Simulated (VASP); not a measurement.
## Os: single point with PBE

Os:

```
CELL_PARAMETERS angstrom
2.75086 0.00000 0.00000
-1.37543 2.38231 0.00000
0.00000 0.00000 4.35472
ATOMIC_POSITIONS crystal
Os 0.33333 0.66667 0.25000
Os 0.66667 0.33333 0.75000
```

| Property | Result |
| --- | --- |
| Program | VASP 6.6.1 |
| Task | single point |
| Functional | PBE |
| Potentials or basis | VASP PAW PBE potentials, release 64 (Os) |
| Cutoff | 520 eV |
| k mesh | 9 × 9 × 6 |
| Occupations | gaussian, width 0.1 eV |
| Spin | no spin polarisation |

```yaml
Pressure: -0.2 GPa
Band_gap_on_the_k_mesh: zero (bands 8 and 9 overlap by 3.72 eV)
```

Stress tensor (GPa, compression positive):
```
-0.11  0.00  0.00
 0.00 -0.11  0.00
 0.00  0.00 -0.24
```

Levels at points of the mesh, in eV from the Fermi level:
| k point | band 4 | band 5 | band 6 | band 7 | band 8 | band 9 | band 10 | band 11 | band 12 | band 13 |
| --- | --- | --- | --- | --- | --- | --- | --- | --- | --- | --- |
| (0.00, 0.00, 0.00) | -2.97 | -2.74 | -2.16 | -2.16 | -1.49 | -1.49 | 0.00 | 1.65 | 1.65 | 8.82 |
| (0.00, 0.00, 0.50) | -3.48 | -3.15 | -3.15 | -3.15 | -3.15 | 0.87 | 0.87 | 0.87 | 0.87 | 13.73 |

Wall time 8.9 s on 1 thread of Intel(R) Xeon(R) 6975P-C (Granite Rapids) (shared host), peak memory 0.14 GiB.

Caveat: spin-orbit coupling is left out, which moves the levels of the heavy elements.
